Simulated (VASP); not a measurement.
# P (P6_3/mmc) in VASP: notebook

P is run at these levels: PBE; tasks: electric field gradients.

Program: VASP 6.6.1. These are calculated values, not measurements. Logs are shortened: lines on timing, memory, paths and dates and some standing lists are left out, and cuts for length are marked.

### Step 1. The cell of the first run

The structure is hexagonal, space group P6_3/mmc (No. 194). Conventional cell: a = 2.660 Å, b = 2.660 Å, c = 4.510 Å, α = 90.00°, β = 90.00°, γ = 120.00°. P (site symmetry -6m2) has 12 P at 2.66 to 2.73 Å within 3.5 Å.

This isn't the form of P at room conditions, which is orthorhombic.

### Step 2. Electric field gradients, PBE (13.81 Å³/atom)

INCAR

```
SYSTEM = P
PREC = Accurate ; ENCUT = 520
EDIFF = 1E-8 ; ISMEAR = -1
SIGMA = 0.05 ; LREAL = .FALSE.
LASPH = .TRUE. ; NELM = 80
ALGO = Normal ; ISIF = 2
LWAVE = .FALSE. ; LCHARG = .FALSE.
GGA = PE ; LEFG = .TRUE.
NBANDS = 12
```

KPOINTS

```
regular mesh
0
G
  15 15 8
  0 0 0
```

POSCAR

```
P
1.0
    2.6595197626      0.0000000000      0.0000000000
   -1.3297598813      2.3032116763      0.0000000000
    0.0000000000      0.0000000000      4.5099155578
P
2
Direct
    0.3333333333      0.6666666667      0.2500000000
    0.6666666667      0.3333333333      0.7500000000
```

Potentials or basis: VASP PAW PBE potentials, release 64 (P).

On the command line:

```bash
$ cat potpaw_PBE.64/P/POTCAR > POTCAR
$ mpirun -np 1 vasp_std > vasp.out
```

OUTCAR:

```text
SYSTEM = P
   PREC = Accurate
   ENCUT = 520
   EDIFF = 1E-8
   ISMEAR = -1
   LREAL = .FALSE.
   LASPH = .TRUE.
   NELM = 80
   ISIF = 2
   GGA = PE

 ion  position               nearest neighbor table
   1  0.333  0.667  0.250-   2 2.73   2 2.73   2 2.73   2 2.73   2 2.73   2 2.73
   2  0.667  0.333  0.750-   1 2.73   1 2.73   1 2.73   1 2.73   1 2.73   1 2.73

  LATTYP: Found a hexagonal cell.
 ALAT       =     2.6595197626
 C/A-ratio  =     1.6957631303

  Lattice vectors:

 A1 = (   2.6595197626,   0.0000000000,   0.0000000000)
 A2 = (  -1.3297598813,   2.3032116763,   0.0000000000)
 A3 = (   0.0000000000,   0.0000000000,   4.5099155578)

Analysis of symmetry for initial positions (statically):
=====================================================================
 Subroutine PRICEL returns:
 Original cell was already a primitive cell.

 Routine SETGRP: Setting up the symmetry group for a
 hexagonal supercell.

 Subroutine GETGRP returns: Found 24 space group operations
 (whereof 12 operations were pure point group operations)
 out of a pool of 24 trial point group operations.

The static configuration has the point symmetry D_3d.
 The point group associated with its full space group is D_6h.

Analysis of symmetry for dynamics (positions and initial velocities):
=====================================================================
 Subroutine PRICEL returns:
 Original cell was already a primitive cell.

 Routine SETGRP: Setting up the symmetry group for a
 hexagonal supercell.

 Subroutine GETGRP returns: Found 24 space group operations
 (whereof 12 operations were pure point group operations)
 out of a pool of 24 trial point group operations.

The dynamic configuration has the point symmetry D_3d.
 The point group associated with its full space group is D_6h.

 Subroutine INISYM returns: Found 24 space group operations
 (whereof 12 operations are pure point group operations),
 and found     1 'primitive' translations

----------------------------------------------------------------------------------------

                                     Primitive cell

  volume of cell :      27.6252

  direct lattice vectors                    reciprocal lattice vectors
     2.659519763  0.000000000  0.000000000     0.376007734  0.217088167  0.000000000
    -1.329759881  2.303211676  0.000000000     0.000000000  0.434176333  0.000000000
     0.000000000  0.000000000  4.509915558     0.000000000  0.000000000  0.221733642

  length of vectors
     2.659519763  2.659519763  4.509915558     0.434176333  0.434176333  0.221733642

  position of ions in fractional coordinates (direct lattice)
     0.333333333  0.666666667  0.250000000
     0.666666667  0.333333333  0.750000000

  ion indices of the primitive-cell ions
   primitive index   ion index
                 1           1
                 2           2

----------------------------------------------------------------------------------------

 KPOINTS: regular mesh

Automatic generation of k-mesh.
 Grid dimensions read from file:
 generate k-points for:   15   15    8

 Generating k-lattice:

  Cartesian coordinates                     Fractional coordinates (reciprocal lattice)
     0.025067182  0.014472544  0.000000000     0.066666667  0.000000000  0.000000000
     0.000000000  0.028945089  0.000000000     0.000000000  0.066666667  0.000000000
     0.000000000  0.000000000  0.027716705     0.000000000  0.000000000  0.125000000

  Length of vectors
     0.028945089  0.028945089  0.027716705

  Shift w.r.t. Gamma in fractional coordinates (k-lattice)
     0.000000000  0.000000000  0.000000000

 Subroutine IBZKPT returns following result:
 ===========================================

 Found    135 irreducible k-points:

 Following reciprocal coordinates:
            Coordinates               Weight
  0.000000  0.000000  0.000000      1.000000
  0.066667  0.000000  0.000000      6.000000
  0.133333  0.000000  0.000000      6.000000
  0.200000 -0.000000  0.000000      6.000000
  0.266667  0.000000  0.000000      6.000000
  0.333333  0.000000  0.000000      6.000000
[... 16 lines left out ...]
  0.333333  0.200000  0.000000     12.000000
  0.400000  0.200000  0.000000      6.000000
 [... further k-points ...]
   k-points           NKPTS =    135   k-points in BZ     NKDIM =    135   number of bands    NBANDS=     12
   number of dos      NEDOS =    301   number of ions     NIONS =      2
   total plane-waves  NPLWV =  14400
   dimension x,y,z NGX =    20 NGY =   20 NGZ =   36
   dimension x,y,z NGXF=    40 NGYF=   40 NGZF=   72
   ions per type =               2
   NGX,Y,Z   is equivalent  to a cutoff of  12.50, 12.50, 13.27 a.u.
   NGXF,Y,Z  is equivalent  to a cutoff of  25.00, 25.00, 26.54 a.u.
 SYSTEM =  P
   PREC   = accura    normal or accurate (medium, high low for compatibility)
   ISTART =      0    job   : 0-new  1-cont  2-samecut
   ICHARG =      2    charge: 1-file 2-atom 10-const
   ISPIN  =      1    spin polarized calculation?
   LNONCOLLINEAR =      F non collinear calculations
   LSORBIT =      F    spin-orbit coupling
   LASPH  =      T    aspherical Exc in radial PAW
   ENCUT  =  520.0 eV  38.22 Ry    6.18 a.u.   4.94  4.94  8.39*2*pi/ulx,y,z
   NELM   =     80;   NELMIN=  2; NELMDL= -5     # of ELM steps
   EDIFF  = 0.1E-07   stopping-criterion for ELM
   LREAL  =      F    real-space projection
   EDIFFG = 0.1E-06   stopping-criterion for IOM
   NSW    =      0    number of steps for IOM
   IBRION =     -1    ionic relax: 0-MD 1-quasi-New 2-CG
   NFREE  =      0    steps in history (QN), initial steepest desc. (CG)
   ISIF   =      2    stress and relaxation
   ISYM   =      2    0-nonsym 1-usesym 2-fastsym
   POTIM  = 0.5000    time-step for ionic-motion
   TEBEG  =    0.0;   TEEND  =   0.0 temperature during run
   PSTRESS=    0.0 pullay stress
   NELECT =      10.0000    total number of electrons
   NUPDOWN=      -1.0000    fix difference up-down
   EMIN   =  10.00;   EMAX   =-10.00  energy-range for DOS
   EFERMI =   0.00;   METHOD = LEGACY
   ISMEAR =    -1;   SIGMA  =   0.05  broadening in eV -4-tet -1-fermi 0-gaus
   EFERMI_NEDOS =   21; number of points for ismear=-14 and -15
   IALGO  =     38    algorithm
   IMIX   =      4    mixing-type and parameters
     AMIX     =   0.40;   BMIX     =  1.00
     AMIX_MAG =   1.60;   BMIX_MAG =  1.00
  volume/ion in A,a.u.               =      13.81        93.21
  Fermi-wavevector in a.u.,A,eV,Ry     =   1.166737  2.204813 18.521277  1.361275
  Thomas-Fermi vector in A             =   2.303246
   LORBIT       =      0    0 simple, 1 ext, 2 COOP (PROOUT), +10 PAW based schemes
   GGA     = PE    functional components
   LHFCALC =     F    Hartree Fock is set to
   AEXX    =    0.0000 exact exchange contribution
   IVDW    =     0    specifies the selected vdW correction
   LEPSILON=     F    determine dielectric tensor
   LRPA    =     F    only Hartree local field effects (RPA)
 non-spin polarized calculation
  energy-cutoff  :      520.00
  volume of cell :       27.63
 maximum number of plane-waves:       771
 NGX is ok and might be reduce to    20
   NGX =  9   NGY =  9   NGZ = 17

 number of electron      10.0000000 magnetization

 number of electron       9.9999998 magnetization

 Free energy of the ion-electron system (eV)
  ---------------------------------------------------
  ext. energy  EPLUGINS =         0.00000000
  ---------------------------------------------------
  free energy    TOTEN  =        -9.11353895 eV

  energy without entropy =       -9.10634118  energy(sigma->0) =       -9.10994007

 E-fermi :  10.5836     XC(G=0): -11.7080

 val. band max:       10.5681503630   @ k =   0.4667   0.0667   0.0000
 cond. band min:      10.5945531365   @ k =   0.2667   0.2000   0.2500
 fundamental gap:      0.0264027736
 Fermi energy:        10.5836333178

 k-point     1 :       0.0000    0.0000    0.0000
  band No.  band energies     occupation
      1      -6.3479      2.00000
      2      -0.6787      2.00000
      3       1.9804      2.00000
      4      16.0846      0.00000
      5      16.0846      0.00000
      6      17.1675      0.00000
      7      17.8110      0.00000
      8      17.8110      0.00000
      9      21.0641      0.00000
     10      21.8373      0.00000
     11      22.5977      0.00000
     12      22.5977      0.00000

 k-point     2 :       0.0667    0.0000    0.0000
  band No.  band energies     occupation
      1      -6.2297      2.00000
      2      -0.5642      2.00000
      3       2.0930      2.00000
      4      14.8861      0.00000
      5      15.5621      0.00000
      6      17.1162      0.00000
      7      17.3477      0.00000
      8      17.9609      0.00000
      9      21.1262      0.00000
     10      21.8124      0.00000
     11      22.7071      0.00000
     12      22.8451      0.00000

 k-point     3 :       0.1333    0.0000    0.0000
  band No.  band energies     occupation
      1      -5.8757      2.00000
      2      -0.2217      2.00000
      3       2.4299      2.00000
      4      12.5949      0.00000
      5      14.6232      0.00000
      6      16.0842      0.00000
      7      16.8745      0.00000
      8      17.8030      0.00000
      9      19.6811      0.00000
     10      22.2972      0.00000
     11      23.0606      0.00000
     12      23.5746      0.00000
[... 286 lines left out ...]
 k-point    23 :       0.3333    0.2000    0.0000
  band No.  band energies     occupation
      1      -0.7421      2.00000
      2       2.6280      2.00000
      3       5.0992      2.00000
      4       6.6708      2.00000
      5       7.1932      2.00000
      6       8.5277      2.00000
      7      10.7392      0.08524
      8      11.5739      0.00000
      9      15.8329      0.00000
     10      21.7388      0.00000
     11      24.1916      0.00000
     12      25.9839      0.00000

 k-point    24 :       0.4000    0.2000    0.0000
  band No.  band energies     occupation
      1       0.3182      2.00000
      2       1.5126      2.00000
      3       5.7001      2.00000
      4       6.9366      2.00000
      5       7.2106      2.00000
      6       7.9843      2.00000
      7       9.8422      2.00000
      8      11.4654      0.00000
      9      15.6295      0.00000
     10      21.6509      0.00000
     11      24.6691      0.00000
     12      26.1631      0.00000

 [... further k-points ...]

------------------------ aborting loop because EDIFF is reached ----------------------------------------

  FORCE on cell =-STRESS in cart. coord.  units (eV):
  Direction    XX          YY          ZZ          XY          YZ          ZX
  --------------------------------------------------------------------------------------
  -------------------------------------------------------------------------------------
  Total        0.8660614      0.8660614      0.8356319      0.0000000     -0.0000000     -0.0000000
  in kB       50.2289130     50.2289130     48.4640971      0.0000000     -0.0000000     -0.0000000
  external PRESSURE =      49.6406410 kB  Pullay stress =       0.0000000 kB

 VOLUME and BASIS-vectors are now :
 -----------------------------------------------------------------------------
  energy-cutoff  :      520.00
  volume of cell :       27.63
      direct lattice vectors                 reciprocal lattice vectors
     2.659519763  0.000000000  0.000000000     0.376007734  0.217088167  0.000000000
    -1.329759881  2.303211676  0.000000000     0.000000000  0.434176333  0.000000000
     0.000000000  0.000000000  4.509915558     0.000000000  0.000000000  0.221733642

 POSITION                                       TOTAL-FORCE (eV/Angst)
 -----------------------------------------------------------------------------------
     -0.00000      1.53547      1.12748         0.000000      0.000000      0.000000
      1.32976      0.76774      3.38244        -0.000000     -0.000000      0.000000
 -----------------------------------------------------------------------------------
    total drift:                               -0.000000      0.000000      0.000000

  FREE ENERGIE OF THE ION-ELECTRON SYSTEM (eV)
  ---------------------------------------------------
  free  energy   TOTEN  =        -9.1135389493 eV

  energy  without entropy=       -9.1063411846  energy(sigma->0) =       -9.10994007

 Electric field gradients (V/A^2)
---------------------------------------------------------------------
 ion       V_xx      V_yy      V_zz      V_xy      V_xz      V_yz
---------------------------------------------------------------------
   1       1.100     1.100    -2.200    -0.000     0.000    -0.000
   2       1.100     1.100    -2.200    -0.000    -0.000     0.000
---------------------------------------------------------------------

 Electric field gradients after diagonalization (V/A^2)
 (convention: |V_zz| > |V_xx| > |V_yy|)
----------------------------------------------------------------------
 ion       V_xx      V_yy      V_zz     asymmetry (V_yy - V_xx)/ V_zz
----------------------------------------------------------------------
   1       1.100     1.100    -2.200       0.000
   2       1.100     1.100    -2.200       0.000
----------------------------------------------------------------------

           NMR quadrupolar parameters

 Cq : quadrupolar parameter    Cq=e*Q*V_zz/h
 eta: asymmetry parameters     (V_yy - V_xx)/ V_zz
 Q  : nuclear electric quadrupole moment in mb (millibarn)
----------------------------------------------------------------------
 ion       Cq(MHz)       eta       Q (mb)
----------------------------------------------------------------------
   1      -0.005       0.000       1.000
   2      -0.005       0.000       1.000
----------------------------------------------------------------------
```

Run time: 15 s. Hardware: 1 thread of Intel Xeon 6975P-C (Granite Rapids), shared host; peak memory 0.15 GiB.

Results:

```
Free energy                             : -9.1135 eV
Pressure                                : 5.0 GPa
Band gap on the k mesh                  : zero (bands 5 and 6 overlap by 11.53 eV)
Largest electric field gradient by atom : P -2.2 V/Å²
```

Levels at points of the mesh, in eV from the Fermi level:
| k point | band 3 | band 4 | band 5 | band 6 | band 7 | band 8 |
| --- | --- | --- | --- | --- | --- | --- |
| (0.00, 0.00, 0.00) | -8.60 | 5.50 | 5.50 | 6.58 | 7.23 | 7.23 |
| (0.00, 0.00, 0.50) | -1.58 | -1.58 | 6.46 | 6.46 | 6.46 | 6.46 |

Electric field gradients, principal values (V/Å²):
```csv
atom,least,middle,greatest (by size)
1 P,1.100,1.100,-2.200
2 P,1.100,1.100,-2.200
```

Caveat: the cell stands under pressure; without QUAD_EFG the Cq values of the log hold for a quadrupole moment of 1 mb, not for the nuclei.

(Continued in part 2 of 2.)
